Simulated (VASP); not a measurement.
A run of VASP 6.6.1:

File INCAR:

```
SYSTEM = LiH
PREC = Accurate ; ENCUT = 750
EDIFF = 1E-6 ; ISMEAR = 0
SIGMA = 0.1 ; LREAL = .False.
LASPH = .True. ; NELM = 120
ALGO = Normal ; ISIF = 2
LWAVE = .False. ; LCHARG = .True.
GGA = PE ; LELF = .True.
LVHAR = .True. ; NBANDS = 9
GGA_COMPAT = .False.
```

KPOINTS

```
regular mesh
0
Gamma
  8 8 8
  0 0 0
```

Contents of POSCAR:

```
LiH
1.0
    0.0000000000      2.0086193100      2.0086193100
    2.0086193100      0.0000000000      2.0086193100
    2.0086193100      2.0086193100      0.0000000000
Li H
1 1
Direct
    0.0000000000      0.0000000000      0.0000000000
    0.5000000000      0.5000000000      0.5000000000
```

Potentials or basis: VASP PAW PBE potentials, release 64 (Li_sv, H).

The run is started by

```console
$ cat potpaw_PBE.64/Li_sv/POTCAR potpaw_PBE.64/H/POTCAR > POTCAR
$ mpirun -np 1 vasp_std > vasp.out
```

Hardware: 1 thread of Intel Xeon 8259CL, on a shared host.

**Question.** How long does it take, and how much memory?

**Answer.** Run time: 18 s on 1 thread of Intel Xeon 8259CL, on a shared host, peak memory 0.14 GiB. Counts: scf iterations 11, k points 29.
